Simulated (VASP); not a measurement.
# SiC: relaxation of the atoms with PBE

SiC, a slab with vacuum:

```
C Si
1.0
     3.09201    0.00000    0.00000
    -1.54601    2.67776    0.00000
     0.00000    0.00000   22.24053
C Si
4 4
Direct
  0.33333 0.66667 0.31474
  0.66667 0.33333 0.42881
  0.33333 0.66667 0.54287
  0.66667 0.33333 0.65694
  0.66667 0.33333 0.34306
  0.33333 0.66667 0.45713
  0.66667 0.33333 0.57119
  0.33333 0.66667 0.68526
```

```
Program                   : VASP 6.6.1
Task                      : relaxation of the atoms
Functional                : PBE
Potentials or basis       : VASP PAW PBE potentials, release 64 (C, Si)
Cutoff                    : 520 eV
k mesh                    : 9 × 9 × 1
Occupations               : gaussian, width 0.05 eV
Spin                      : no spin polarisation
Dipole correction         : yes
Atoms held fixed (from 0) : [0, 1, 4, 5]
Further INCAR settings    : ALGO = Normal; EDIFF = 1e-06; IBRION = 2; EDIFFG = -0.03; NSW = 70
```

```yaml
Energy_gained_by_relaxing: 4.0 meV/atom
Ionic_steps: 13
Band_gap_on_the_k_mesh: zero (bands 16 and 17 overlap by 0.32 eV)
```

The path:
| step | energy change (eV) | largest force on free atoms (eV/Å) | pressure (GPa) |
| --- | --- | --- | --- |
| 1 | 0.0000 | 0.8013 | -0.12 |
| 2 | -0.0269 | 0.4209 | -0.01 |
| 3 | -0.0285 | 0.2197 | -0.03 |
| 4 | -0.0312 | 0.0837 | 0.02 |
| 5 | -0.0312 | 0.1001 | 0.03 |
| 6 | -0.0316 | 0.0424 | 0.02 |
| 7 | -0.0317 | 0.0469 | 0.02 |
| 8 | -0.0318 | 0.0337 | 0.00 |
| 9 | -0.0321 | 0.0314 | -0.06 |
| 10 | -0.0320 | 0.0620 | -0.19 |
| 11 | -0.0322 | 0.0300 | -0.11 |
| 12 | -0.0322 | 0.0342 | -0.11 |
| 13 | -0.0322 | 0.0169 | -0.11 |

Final structure:
```
CELL_PARAMETERS angstrom
3.09201 0.00000 0.00000
-1.54601 2.67776 0.00000
0.00000 0.00000 22.24053
ATOMIC_POSITIONS crystal
C 0.33333 0.66667 0.31474
C 0.66667 0.33333 0.42881
C 0.33333 0.66667 0.54418
C 0.66667 0.33333 0.65946
Si 0.66667 0.33333 0.34306
Si 0.33333 0.66667 0.45713
Si 0.66667 0.33333 0.57089
Si 0.33333 0.66667 0.68494
```

Levels at points of the mesh, in eV from the Fermi level:
| k point | band 14 | band 15 | band 16 | band 17 | band 18 | band 19 |
| --- | --- | --- | --- | --- | --- | --- |
| (0.00, 0.00, 0.00) | -0.64 | 0.17 | 0.17 | 0.20 | 3.70 | 4.08 |

Run time: 17 min on 1 thread of Intel Xeon 8259CL, with other jobs on the host, peak memory 0.32 GiB.
